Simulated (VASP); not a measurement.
Input of a VASP 6.6.1 run:

File INCAR:

```
PREC     = Accurate       # precision mode
ENCUT    = 520            # plane-wave cutoff, eV
EDIFF    = 1E-7           # SCF threshold, eV
ISMEAR   = 0              # smearing method
SIGMA    = 0.02           # smearing width, eV
LREAL    = False          # projectors in reciprocal space
LASPH    = True           # aspherical terms in the spheres
NELM     = 80             # most SCF steps
ALGO     = Normal         # electronic algorithm
ISIF     = 2              # what is computed and relaxed
LWAVE    = False          # write WAVECAR
LCHARG   = False          # write CHGCAR
GGA      = PS             # functional
IVDW     = 12             # dispersion correction
NBANDS   = 20             # bands
```

KPOINTS

```
regular mesh
0
Gamma
  12 12 6
```

The input POSCAR:

```
WSe2
1.0
    2.9623886774      0.0000000000      0.0000000000
   -1.4811943387      2.5655038505      0.0000000000
    0.0000000000      0.0000000000      6.1947351676
W Se
1 2
Direct
    0.0000000000      0.0000000000      0.0000000000
    0.3333333333      0.6666666667      0.2770928587
    0.3333333333      0.6666666667      0.7229071413
```

Potentials or basis: VASP PAW PBE potentials, release 64 (W_sv, Se).

Command:

```sh
$ cat potpaw_PBE.64/W_sv/POTCAR potpaw_PBE.64/Se/POTCAR > POTCAR
$ mpirun -np 1 vasp_std > vasp.out
```

Problem. Estimate the pressure.

Solution. 41.1 GPa.

Problem. What does it give for the largest force?

Solution. 0.098 eV/Å.

Problem. Predict the dispersion energy per atom.

Solution. -0.570 eV.

Problem. What does it give for the band gap on the k mesh?

Solution. 0.08 eV, indirect (least direct gap 0.49 eV).

Stress tensor (GPa, compression positive):
```
40.96  0.00  0.00
 0.00 40.96  0.00
 0.00  0.00 41.39
```

Caveat: the PAW data sets were made with another functional, which shifts forces and pressure a little; spin-orbit coupling is left out, which moves the levels of the heavy elements. A k mesh can miss the band edges.
